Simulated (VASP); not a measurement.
Fe: single point with LDA

Fe:

```
Fe
1.0
     1.37485   -1.37485    1.37485
    -1.37485    1.37485    1.37485
    -2.74970   -2.74970    0.00000
Fe
2
Direct
  0.00000 0.00000 0.00000
  0.50000 0.50000 0.50000
```

```json
{
  "Program": "VASP 6.6.1",
  "Task": "single point",
  "Functional": "LDA",
  "Potentials or basis": "VASP PAW LDA potentials, release 64 (Fe)",
  "Cutoff": "520 eV",
  "k mesh": "16 × 16 × 10",
  "Occupations": "gaussian, width 0.05 eV",
  "Spin": "collinear spin, antiferromagnetic start",
  "Starting moments": "[2.5, -2.5] μB"
}
```

```
Pressure                                              : -6.7 GPa
Band gap on the k mesh                                : zero (filled and empty bands overlap)
Net moment                                            : 0.00 μB per cell
Site moments                                          : Fe +1.49, -1.49 μB
Valence electrons inside the program's atomic spheres : Fe 7.47
```

Stress tensor (GPa, compression positive):
```
-11.25   5.66   0.00
  5.66 -11.25   0.00
  0.00   0.00   2.40
```

Levels at points of the mesh, in eV from the Fermi level:
Spin up:
```csv
k point,band 5,band 6,band 7,band 8,band 9,band 10,band 11,band 12
"(0.00, 0.00, 0.00)",-1.95,-1.67,-0.84,-0.70,0.44,0.67,0.82,1.48
"(0.50, 0.00, 0.00)",-2.64,-2.11,-1.04,-0.44,0.45,1.14,2.82,3.60
"(0.50, 0.50, 0.00)",-0.13,0.20,0.46,0.59,1.09,1.11,1.87,8.64
"(0.00, 0.00, 0.50)",-2.02,-1.64,-1.12,-1.07,-0.86,0.22,0.47,0.77
"(0.50, 0.00, 0.50)",-0.69,-0.63,0.39,0.51,0.55,0.87,1.16,1.73
"(0.50, 0.50, 0.50)",-2.05,-1.27,-0.88,-0.15,0.61,1.85,5.75,5.99
```
Spin down:
```csv
k point,band 5,band 6,band 7,band 8,band 9,band 10,band 11,band 12
"(0.00, 0.00, 0.00)",-1.95,-1.67,-0.84,-0.70,0.44,0.67,0.82,1.48
"(0.50, 0.00, 0.00)",-2.64,-2.11,-1.04,-0.44,0.45,1.14,2.82,3.60
"(0.50, 0.50, 0.00)",-0.13,0.20,0.46,0.59,1.09,1.11,1.87,8.64
"(0.00, 0.00, 0.50)",-2.02,-1.64,-1.12,-1.07,-0.86,0.22,0.47,0.77
"(0.50, 0.00, 0.50)",-0.69,-0.63,0.39,0.51,0.55,0.87,1.16,1.73
"(0.50, 0.50, 0.50)",-2.05,-1.27,-0.88,-0.15,0.61,1.85,5.75,5.99
```

Run time: 3.8 min on 1 thread of AMD EPYC 9R45 96-Core Processor (Zen 5) (shared host), peak memory 0.3 GiB.

Caveat: the cell stands under tension.
